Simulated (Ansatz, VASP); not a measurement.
## One calculation of Sb, two programs

```xyz
2
Lattice="3.3690 0.0000 0.0000 -1.6845 2.9176 0.0000 0.0000 0.0000 5.5432" Properties=species:S:1:pos:R:3 pbc="T T T"
Sb    0.0000    1.9451    1.3858
Sb    1.6845    0.9725    4.1574
```

Change from the starting cell: strain +0.000 along x and y, +0.040 along z, atoms carried along.

Alike in both runs: task single point; functional r2SCAN; k mesh 18 × 18 × 10; occupations gaussian, width 0.15 eV; no spin polarisation.

|  | VASP | Ansatz |
| --- | --- | --- |
| version | VASP 6.6.1 | Ansatz 0.2.0 |
| potentials or method | VASP PAW PBE potentials, release 64 (Sb), cutoff 520 eV | scalar-relativistic, plane waves, PAW |
| valence electrons in the cell | 10 | 30 |

Ansatz gave:

| Quantity | Value |
| --- | --- |
| gap on the k mesh at the Fermi level (eV) | none |
| pressure (GPa) | -0.3 |
| traceless stress, the component that is largest in VASP (GPa) | 0.42 |

Question: What did VASP give for the same quantities?

Answer: gap on the k mesh at the Fermi level (eV): none; pressure (GPa): -0.4; traceless stress, the component that is largest in VASP (GPa): 0.42.

VASP's potentials were made for PBE, not for r2SCAN. A gap of «none» marks a metal or a gap that the smearing closes. With one functional, cell and mesh, what is left measures potentials, basis and numerics. VASP's potentials hold 10 valence electrons a cell and Ansatz's 30, so a difference there can come from the potentials and not from the codes.

Neither program's run includes spin-orbit coupling.
